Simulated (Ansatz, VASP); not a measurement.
TePb: VASP beside Ansatz

POSCAR

```
TePb
1.0
    4.0022870000      0.0000000000      0.0000000000
    0.0000000000      4.0022870000      0.0000000000
    0.0000000000      0.0000000000      4.0022870000
Pb Te
1 1
Direct
    0.0000000000      0.0000000000      0.0000000000
    0.5000000000      0.5000000000      0.5000000000
```

Contents of INCAR.step1:

```
PREC = Accurate ; ENCUT = 600
EDIFF = 1E-5 ; ISMEAR = -1
SIGMA = 0.05 ; LREAL = F
LASPH = T ; NELM = 100
ALGO = Normal ; LWAVE = T
LCHARG = F ; GGA = PE
NBANDS = 17
```

INCAR.step2

```
PREC = Accurate ; ENCUT = 600
EDIFF = 1E-6 ; ISMEAR = -1
SIGMA = 0.05 ; LREAL = F
LASPH = T ; NELM = 100
ALGO = Normal ; ISIF = 3
LWAVE = F ; LCHARG = F
GGA = B3 ; LHFCALC = T
AEXX = 0.2 ; AGGAX = 0.72
AGGAC = 0.81 ; ALDAC = 0.19
PRECFOCK = Normal ; IBRION = 2
NSW = 60 ; EDIFFG = -0.01
ISTART = 1
```

The input KPOINTS:

```
Automatic mesh
0
Gamma
  4 4 4
```

input.yaml

```yaml
crystal:
  lattice:
    - [4.002287, 0.0, 0.0]
    - [0.0, 4.002287, 0.0]
    - [0.0, 0.0, 4.002287]
  atoms:
    - { symbol: Pb, position: [0.0, 0.0, 0.0] }
    - { symbol: Te, position: [0.5, 0.5, 0.5] }
hamiltonian:
  xc: b3lyp
  pseudopotentials: { kind: paw }
kpoints:
  mp_grid: { grid: [4, 4, 4] }
scf:
  occupations: { method: fermi_dirac, width: 0.05 }
output:
  forces: true
  stress: true
  write_density: true
  write_potential: true
  elf: true
  volumetric_format: npy
relax:
  f_tol: 0.01
  max_steps: 40
  cell: { stress_tol: 0.05 }
```

Alike in both runs: task relaxation of cell and atoms; functional B3LYP; k mesh 4 × 4 × 4; occupations fermi-dirac, width 0.05 eV; no spin polarisation.

|  | VASP | Ansatz |
| --- | --- | --- |
| version | VASP 6.6.1 | Ansatz 0.2.0 |
| potentials or method | VASP PAW PBE potentials, release 64 (Pb_d, Te) | Ansatz PAW |
| plane-wave cutoff (eV) | 600 | 420 |
| valence electrons in the cell | 20 | 30 |

VASP gave:

- gap on the k mesh at the Fermi level, each at its own relaxed structure (eV): none
- relaxed volume (Å³/atom): 34.08
- relaxed length of the cell vector where the two differ most in proportion (Å): 4.085

Q: Estimate Ansatz's values.

A: gap on the k mesh at the Fermi level, each at its own relaxed structure (eV): none; relaxed volume (Å³/atom): 34.19; relaxed length of the cell vector where the two differ most in proportion (Å): 4.089.

VASP's potentials were made for PBE, not for B3LYP. A gap of «none» marks a metal or a gap that the smearing closes. VASP's potentials hold 20 valence electrons a cell and Ansatz's 30, so a difference there can come from the potentials and not from the codes.

The k mesh is coarse, so the values compare programs but aren't converged. Spin-orbit coupling is off throughout. Noted on Ansatz's run: the plane-wave basis is chosen anew once the cell has moved, so the energies of steps on either side of that aren't comparable.
